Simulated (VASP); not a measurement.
# SiC (R3m) in VASP: a series of runs

Runs on SiC. Level: PBE. Tasks: single point.

All numbers are computed with VASP 6.6.1; they aren't measurements. Logs are shortened: lines on timing, memory, paths and dates and some standing lists are left out, and cuts for length are marked.

## Step 1: The cell of the first run

The structure is trigonal, space group R3m (No. 160). The conventional cell has a = 3.103 Å, b = 3.103 Å, c = 8.103 Å, α = 90.00°, β = 90.00°, γ = 120.00°. Within 2.5 Å of Si (site symmetry 3m) lie 4 C at 1.91 to 2.03 Å. C (site symmetry 3m) has 4 Si at 1.91 to 2.03 Å within 2.5 Å.

## Step 2: Single point, PBE

INCAR reads:

```
ALGO = Normal ; EDIFF = 1E-6
ENCUT = 520 ; GGA = PE
ISIF = 2 ; ISMEAR = 0
LASPH = True ; LCHARG = False
LREAL = False ; LWAVE = False
NBANDS = 11 ; NELM = 60
PREC = Accurate ; SIGMA = 0.05
```

KPOINTS reads:

```
k-points
0
Gamma
  12 12 12
```

POSCAR reads:

```
SiC
1.0
    0.0000000000      2.1938529894      2.1938529894
    2.1938529894      0.0000000000      2.1938529894
    2.2906750347      2.2906750347     -0.0968220453
Si C
1 1
Direct
    0.0000000000      0.0000000000      0.0000000000
    0.7500000000      0.7500000000      0.7500000000
```

Potentials or basis: VASP PAW PBE potentials, release 64 (Si, C).

The run is started by

```
> cat potpaw_PBE.64/Si/POTCAR potpaw_PBE.64/C/POTCAR > POTCAR
> mpirun -np 1 vasp_std > vasp.out
```

OUTCAR:

```text
EDIFF = 1E-6
   ENCUT = 520
   GGA = PE
   ISIF = 2
   ISMEAR = 0
   LASPH = True
   LREAL = False
   NELM = 60
   PREC = Accurate

 ion  position               nearest neighbor table
   1  0.000  0.000  0.000-   2 1.91   2 1.91   2 1.91   2 2.03
   2  0.750  0.750  0.750-   1 1.91   1 1.91   1 1.91   1 2.03

  LATTYP: Found a trigonal (rhomboedric) cell.
 ALAT       =     3.2409502831
 COS(alpha) =     0.5417839405

  Lattice vectors:

 A1 = (   2.2906750347,   0.0968220453,  -2.2906750347)
 A2 = (   0.0968220453,   2.2906750347,  -2.2906750347)
 A3 = (   2.2906750347,   2.2906750347,  -0.0968220453)

Analysis of symmetry for initial positions (statically):
=====================================================================
 Subroutine PRICEL returns:
 Original cell was already a primitive cell.

 Routine SETGRP: Setting up the symmetry group for a
 trigonal (rhombohedral) supercell.

 Subroutine GETGRP returns: Found  6 space group operations
 (whereof  6 operations were pure point group operations)
 out of a pool of 12 trial point group operations.

The static configuration has the point symmetry C_3v.

Analysis of symmetry for dynamics (positions and initial velocities):
=====================================================================
 Subroutine PRICEL returns:
 Original cell was already a primitive cell.

 Routine SETGRP: Setting up the symmetry group for a
 trigonal (rhombohedral) supercell.

 Subroutine GETGRP returns: Found  6 space group operations
 (whereof  6 operations were pure point group operations)
 out of a pool of 12 trial point group operations.

The dynamic configuration has the point symmetry C_3v.

 Subroutine INISYM returns: Found  6 space group operations
 (whereof  6 operations are pure point group operations),
 and found     1 'primitive' translations

----------------------------------------------------------------------------------------

                                     Primitive cell

  volume of cell :      22.5160

  direct lattice vectors                    reciprocal lattice vectors
     0.000000000  2.193852989  2.193852989    -0.223192586  0.232626470  0.223192586
     2.193852989  0.000000000  2.193852989     0.232626470 -0.223192586  0.223192586
     2.290675035  2.290675035 -0.096822045     0.213758702  0.213758702 -0.213758702

  length of vectors
     3.102576651  3.102576651  3.240950283     0.392103221  0.392103221  0.370240933

  position of ions in fractional coordinates (direct lattice)
     0.000000000  0.000000000  0.000000000
     0.750000000  0.750000000  0.750000000

  ion indices of the primitive-cell ions
   primitive index   ion index
                 1           1
                 2           2

----------------------------------------------------------------------------------------

 KPOINTS: k-points

Automatic generation of k-mesh.
 Grid dimensions read from file:
 generate k-points for:   12   12   12

 Generating k-lattice:

  Cartesian coordinates                     Fractional coordinates (reciprocal lattice)
    -0.018599382  0.019385539  0.018599382     0.083333333  0.000000000 -0.000000000
     0.019385539 -0.018599382  0.018599382     0.000000000  0.083333333 -0.000000000
     0.017813225  0.017813225 -0.017813225     0.000000000  0.000000000  0.083333333

  Length of vectors
     0.032675268  0.032675268  0.030853411

  Shift w.r.t. Gamma in fractional coordinates (k-lattice)
     0.000000000  0.000000000  0.000000000

 Subroutine IBZKPT returns following result:
 ===========================================

 Found    189 irreducible k-points:

 Following reciprocal coordinates:
            Coordinates               Weight
  0.000000  0.000000  0.000000      1.000000
  0.083333  0.000000 -0.000000      6.000000
  0.166667  0.000000 -0.000000      6.000000
  0.250000  0.000000  0.000000      6.000000
  0.333333  0.000000 -0.000000      6.000000
  0.416667  0.000000  0.000000      6.000000
[... 16 lines left out ...]
  0.500000  0.166667 -0.000000     12.000000
 -0.416667  0.166667 -0.000000     12.000000
 [... further k-points ...]
   k-points           NKPTS =    189   k-points in BZ     NKDIM =    189   number of bands    NBANDS=     11
   number of dos      NEDOS =    301   number of ions     NIONS =      2
   total plane-waves  NPLWV =  13824
   dimension x,y,z NGX =    24 NGY =   24 NGZ =   24
   dimension x,y,z NGXF=    48 NGYF=   48 NGZF=   48
   ions per type =               1   1
   NGX,Y,Z   is equivalent  to a cutoff of  12.86, 12.86, 12.31 a.u.
   NGXF,Y,Z  is equivalent  to a cutoff of  25.72, 25.72, 24.62 a.u.
 SYSTEM =  unknown system
   PREC   = accura    normal or accurate (medium, high low for compatibility)
   ISTART =      0    job   : 0-new  1-cont  2-samecut
   ICHARG =      2    charge: 1-file 2-atom 10-const
   ISPIN  =      1    spin polarized calculation?
   LNONCOLLINEAR =      F non collinear calculations
   LSORBIT =      F    spin-orbit coupling
   LASPH  =      T    aspherical Exc in radial PAW
   ENCUT  =  520.0 eV  38.22 Ry    6.18 a.u.   5.77  5.77  6.03*2*pi/ulx,y,z
   NELM   =     60;   NELMIN=  2; NELMDL= -5     # of ELM steps
   EDIFF  = 0.1E-05   stopping-criterion for ELM
   LREAL  =      F    real-space projection
   EDIFFG = 0.1E-04   stopping-criterion for IOM
   NSW    =      0    number of steps for IOM
   IBRION =     -1    ionic relax: 0-MD 1-quasi-New 2-CG
   NFREE  =      0    steps in history (QN), initial steepest desc. (CG)
   ISIF   =      2    stress and relaxation
   ISYM   =      2    0-nonsym 1-usesym 2-fastsym
   POTIM  = 0.5000    time-step for ionic-motion
   TEBEG  =    0.0;   TEEND  =   0.0 temperature during run
   PSTRESS=    0.0 pullay stress
   NELECT =       8.0000    total number of electrons
   NUPDOWN=      -1.0000    fix difference up-down
   EMIN   =  10.00;   EMAX   =-10.00  energy-range for DOS
   EFERMI =   0.00;   METHOD = LEGACY
   ISMEAR =     0;   SIGMA  =   0.05  broadening in eV -4-tet -1-fermi 0-gaus
   EFERMI_NEDOS =   21; number of points for ismear=-14 and -15
   IALGO  =     38    algorithm
   IMIX   =      4    mixing-type and parameters
     AMIX     =   0.40;   BMIX     =  1.00
     AMIX_MAG =   1.60;   BMIX_MAG =  1.00
  volume/ion in A,a.u.               =      11.26        75.97
  Fermi-wavevector in a.u.,A,eV,Ry     =   1.159510  2.191156 18.292528  1.344463
  Thomas-Fermi vector in A             =   2.296102
   LORBIT       =      0    0 simple, 1 ext, 2 COOP (PROOUT), +10 PAW based schemes
   GGA     = PE    functional components
   LHFCALC =     F    Hartree Fock is set to
   AEXX    =    0.0000 exact exchange contribution
   IVDW    =     0    specifies the selected vdW correction
   LEPSILON=     F    determine dielectric tensor
   LRPA    =     F    only Hartree local field effects (RPA)
 non-spin polarized calculation
 Gauss-broadening in eV      SIGMA  =   0.05
  energy-cutoff  :      520.00
  volume of cell :       22.52
 maximum number of plane-waves:       620
   NGX = 11   NGY = 11   NGZ = 13

 number of electron       8.0000001 magnetization

 Free energy of the ion-electron system (eV)
  ---------------------------------------------------
  ext. energy  EPLUGINS =         0.00000000
  ---------------------------------------------------
  free energy    TOTEN  =       -14.91516061 eV

  energy without entropy =      -14.91516061  energy(sigma->0) =      -14.91516061

 E-fermi :   7.5076     XC(G=0): -10.9898

 val. band max:        7.3001218483   @ k =   0.0000   0.0000   0.0000
 cond. band min:       8.5515631882   @ k =   0.5000   0.5000  -0.0000
 fundamental gap:      1.2514413399
 Fermi energy:         7.5075596398

 k-point     1 :       0.0000    0.0000    0.0000
  band No.  band energies     occupation
      1      -7.5834      2.00000
      2       6.9396      2.00000
      3       7.3001      2.00000
      4       7.3001      2.00000
      5      11.6068      0.00000
      6      13.9324      0.00000
      7      14.3999      0.00000
      8      14.3999      0.00000
      9      21.2497      0.00000
     10      21.2497      0.00000
     11      22.4008      0.00000

 k-point     2 :       0.0833    0.0000   -0.0000
  band No.  band energies     occupation
      1      -7.4521      2.00000
      2       6.5356      2.00000
      3       6.9183      2.00000
      4       7.1900      2.00000
      5      11.8165      0.00000
      6      14.1353      0.00000
      7      14.4899      0.00000
      8      14.5741      0.00000
      9      20.3326      0.00000
     10      20.6297      0.00000
     11      22.7213      0.00000

 k-point     3 :       0.1667    0.0000   -0.0000
  band No.  band energies     occupation
      1      -7.0622      2.00000
      2       5.0015      2.00000
      3       6.6662      2.00000
      4       6.9182      2.00000
      5      12.0512      0.00000
      6      14.0860      0.00000
      7      14.9039      0.00000
      8      15.3048      0.00000
      9      19.3711      0.00000
     10      20.0040      0.00000
     11      22.1946      0.00000

 k-point     4 :       0.2500    0.0000    0.0000
  band No.  band energies     occupation
      1      -6.4287      2.00000
      2       3.1726      2.00000
      3       6.4120      2.00000
      4       6.5991      2.00000
      5      11.9703      0.00000
      6      14.0865      0.00000
      7      14.9800      0.00000
      8      16.0875      0.00000
      9      19.2913      0.00000
     10      20.2743      0.00000
     11      21.6529      0.00000
[... 239 lines left out ...]
 k-point    22 :       0.4167    0.1667    0.0000
  band No.  band energies     occupation
      1      -4.9073      2.00000
      2       1.1422      2.00000
      3       4.8454      2.00000
      4       5.2330      2.00000
      5      11.4162      0.00000
      6      14.4205      0.00000
      7      15.7864      0.00000
      8      16.5425      0.00000
      9      19.8422      0.00000
     10      23.3098      0.00000
     11      24.4878      0.00000

 k-point    23 :       0.5000    0.1667   -0.0000
  band No.  band energies     occupation
      1      -4.0609      2.00000
      2      -0.1309      2.00000
      3       4.4223      2.00000
      4       5.3328      2.00000
      5      11.4527      0.00000
      6      14.1628      0.00000
      7      15.4398      0.00000
      8      17.5274      0.00000
      9      20.4963      0.00000
     10      23.4208      0.00000
     11      24.6549      0.00000

 k-point    24 :      -0.4167    0.1667   -0.0000
  band No.  band energies     occupation
      1      -3.8437      2.00000
      2      -0.4230      2.00000
      3       4.1665      2.00000
      4       5.5890      2.00000
      5      11.7230      0.00000
      6      13.9351      0.00000
      7      15.1663      0.00000
      8      17.6735      0.00000
      9      21.1657      0.00000
     10      21.9900      0.00000
     11      24.6908      0.00000

 [... further k-points ...]
[... 5 lines left out ...]
  --------------------------------------------------------------------------------------
  -------------------------------------------------------------------------------------
  Total       -1.6689699     -1.6689699     -1.6689699     -1.2512165      1.2512165      1.2512165
  in kB     -118.7593625   -118.7593625   -118.7593625    -89.0331614     89.0331614     89.0331614
  external PRESSURE =    -118.7593625 kB  Pullay stress =       0.0000000 kB

 VOLUME and BASIS-vectors are now :
 -----------------------------------------------------------------------------
  energy-cutoff  :      520.00
  volume of cell :       22.52
      direct lattice vectors                 reciprocal lattice vectors
     0.000000000  2.193852989  2.193852989    -0.223192586  0.232626470  0.223192586
     2.193852989  0.000000000  2.193852989     0.232626470 -0.223192586  0.223192586
     2.290675035  2.290675035 -0.096822045     0.213758702  0.213758702 -0.213758702

 POSITION                                       TOTAL-FORCE (eV/Angst)
 -----------------------------------------------------------------------------------
      0.00000      0.00000      0.00000         0.084982      0.084982     -0.084982
      3.36340      3.36340      3.21816        -0.084982     -0.084982      0.084982
 -----------------------------------------------------------------------------------
    total drift:                               -0.000093     -0.000093      0.000093

  FREE ENERGIE OF THE ION-ELECTRON SYSTEM (eV)
  ---------------------------------------------------
  free  energy   TOTEN  =       -14.9151606125 eV

  energy  without entropy=      -14.9151606125  energy(sigma->0) =      -14.91516061
```

Wall time 15 s (1 thread of Intel Xeon Platinum 8488C (Sapphire Rapids), shared host); peak memory 0.16 GiB.

What came out:

* Free energy: -14.9152 eV
* Pressure: -11.9 GPa
* Largest force: 0.147 eV/Å
* Band gap on the k mesh: 1.25 eV, indirect (least direct gap 4.09 eV)

Forces on the atoms (eV/Å):
```
Si   0.085  0.085 -0.085
C   -0.085 -0.085  0.085
```

Stress tensor (GPa, compression positive):
```
-11.88  -8.90   8.90
 -8.90 -11.88   8.90
  8.90   8.90 -11.88
```

## Step 3: Single point, PBE

This run uses another cell than the first one, of 10.50 Å³/atom, 0.933 times its volume.

INCAR reads:

```
  PREC = Accurate
  ENCUT = 520
  EDIFF = 1E-7
  ISMEAR = 0
  SIGMA = 0.05
  LREAL = False
  LASPH = True
  NELM = 60
  ALGO = Normal
  ISIF = 2
  LWAVE = False
  LCHARG = False
  GGA = PE
  NBANDS = 11
```

KPOINTS reads:

```
regular mesh
0
Gamma
  12 12 12
```

POSCAR reads:

```
SiC
1.0
    0.0000000000      2.2015895122      2.2015895122
    2.2015895122      0.0000000000      2.2015895122
    2.1782526634      2.1782526634      0.0233368488
Si C
1 1
Direct
    0.0000000000      0.0000000000      0.0000000000
    0.7500000000      0.7500000000      0.7500000000
```

Potentials or basis: VASP PAW PBE potentials, release 64 (Si, C).

The run is started by

```
> cat potpaw_PBE.64/Si/POTCAR potpaw_PBE.64/C/POTCAR > POTCAR
> mpirun -np 1 vasp_std > vasp.out
```

Run time: 45 s. Hardware: 1 thread of AMD EPYC 7R43 (Zen 3), shared host; peak memory 0.12 GiB.

Results (log left out):

```yaml
Free_energy: -15.0550 eV
Pressure: 0.0 GPa
Largest_force: 0.153 eV/Å
Band_gap_on_the_k_mesh: 1.31 eV, indirect (least direct gap 4.44 eV)
```

Forces in eV/Å, atoms in the order of the input:
```
Si  -0.088 -0.088  0.088
C    0.088  0.088 -0.088
```

Stress tensor (GPa, compression positive):
```
 0.03  2.86 -2.86
 2.86  0.03 -2.86
-2.86 -2.86  0.03
```

Levels at points of the mesh, in eV from the valence-band top:
```tsv
k point	band 1	band 2	band 3	band 4	band 5	band 6	band 7	band 8	band 9
(0.00, 0.00, 0.00)	-15.34	-0.08	-0.08	0.00	5.94	7.03	7.03	7.46	14.37
(0.50, 0.00, 0.00)	-11.87	-8.52	-1.08	-1.07	5.31	7.04	7.28	9.94	15.93
(0.50, 0.50, 0.00)	-10.40	-7.80	-3.29	-3.13	1.31	4.22	13.75	13.81	14.57
(0.00, 0.00, 0.50)	-11.71	-8.48	-1.19	-1.19	5.02	6.98	6.98	9.84	15.99
```

A k mesh can miss the band edges. As with any semilocal functional, this PBE gap is likely too small.

[end of part 1 of 2]
